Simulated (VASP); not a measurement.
Set up this calculation in VASP 6.6.1, as the native input.

```yaml
Task: single point
Functional: PBE
Potentials_or_basis: VASP PAW PBE potentials, release 64 (Ga_d, As)
Cutoff: 520 eV
k_mesh: 6 × 6 × 6
Occupations: gaussian, width 0.1 eV
Spin: no spin polarisation
Dipole_correction: no
Further_INCAR_settings: ALGO = Fast; EDIFF = 1e-06; NBANDS = 58
```

The structure of Ga7As lies in POSCAR:

```
Ga7As
1.0
   -3.3890075082      3.3890075082      3.3890075082
    3.3890075082     -3.3890075082      3.3890075082
    3.3890075082      3.3890075082     -3.3890075082
Ga As
7 1
Direct
    0.0000000000      0.5000000000      0.5000000000
    0.5000000000      0.5000000000      0.0000000000
    0.5000000000      0.0000000000      0.5000000000
    0.0000000000      0.0000000000      0.5000000000
    0.0000000000      0.5000000000      0.0000000000
    0.5000000000      0.0000000000      0.0000000000
    0.5000000000      0.5000000000      0.5000000000
    0.0000000000      0.0000000000      0.0000000000
```

One way to write it, as run:

INCAR

```
PREC = Accurate
ENCUT = 520
EDIFF = 1E-6
ISMEAR = 0
SIGMA = 0.1
LREAL = False
LASPH = True
NELM = 100
ALGO = Fast
ISIF = 2
LWAVE = False
LCHARG = False
GGA = PE
NBANDS = 58
```

KPOINTS

```
regular mesh
0
Gamma
  6 6 6
```

Potentials or basis: VASP PAW PBE potentials, release 64 (Ga_d, As).

Command:

```sh
$ cat potpaw_PBE.64/Ga_d/POTCAR potpaw_PBE.64/As/POTCAR > POTCAR
$ mpirun -np 1 vasp_std > vasp.out
```

Results of the run:

```
Pressure               : 0.1 GPa
Band gap on the k mesh : zero (band 48 reaches 6.52 eV, above the bottom of band 49 at 3.96 eV)
```

It took 88 s on 1 thread of Intel(R) Xeon(R) 6975P-C (Granite Rapids), on a shared host, peak memory 0.37 GiB.
